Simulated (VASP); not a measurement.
Runs of VASP 6.6.1 on NiO2. The structure is that of space group P-3m1 (No. 164), or close to it. The cells are those of the table. 

```tsv
potentials or basis	cell	cutoff (eV)	second run	gap on the mesh (eV)	pressure (GPa)	largest force (eV/Å)
VASP PAW LDA potentials, release 64 (Ni, O)	a = 2.804, b = 2.804, c = 4.084 Å, angles 90.0, 90.0, 120.0°, 3 atoms	520	-	0.62	(a)	1.21
VASP PAW LDA potentials, release 64 (Ni, O)	a = 2.653, b = 2.653, c = 4.563 Å, angles 90.0, 90.0, 120.0°, 3 atoms	520	-	1.13	46.5	3.70
VASP PAW LDA potentials, release 64 (Ni, O)	a = 2.763, b = 2.763, c = 4.206 Å, angles 90.0, 90.0, 120.0°, 3 atoms	520	-	(b)	(c)	2.30
VASP PAW LDA potentials, release 64 (Ni, O)	a = 2.894, b = 2.894, c = 3.833 Å, angles 90.0, 90.0, 120.0°, 3 atoms	520	-	0.39	14.5	2.95
VASP PAW LDA potentials, release 64 (Ni_sv_GW, O)	a = 2.724, b = 2.724, c = 4.327 Å, angles 90.0, 90.0, 120.0°, 3 atoms	600	valence_matched	0.89	12.4	1.10
VASP PAW LDA potentials, release 64 (Ni_sv_GW, O)	a = 2.894, b = 2.894, c = 3.833 Å, angles 90.0, 90.0, 120.0°, 3 atoms	600	valence_matched	0.26	-25.8	1.87
```

Alike in all rows: task single point; level LDA; no spin polarisation; k mesh 12 × 12 × 6; smearing gaussian 0.05 eV.

Q: Fill in the values left out.

A: (a) 6.4; (b) 0.74; (c) 20.2.

Caveats: forces of over 1 eV/Å act on the atoms, so gaps and moduli don't describe the material at rest.

A k mesh can miss the band edges.

The runs don't all hold the same shells in valence.
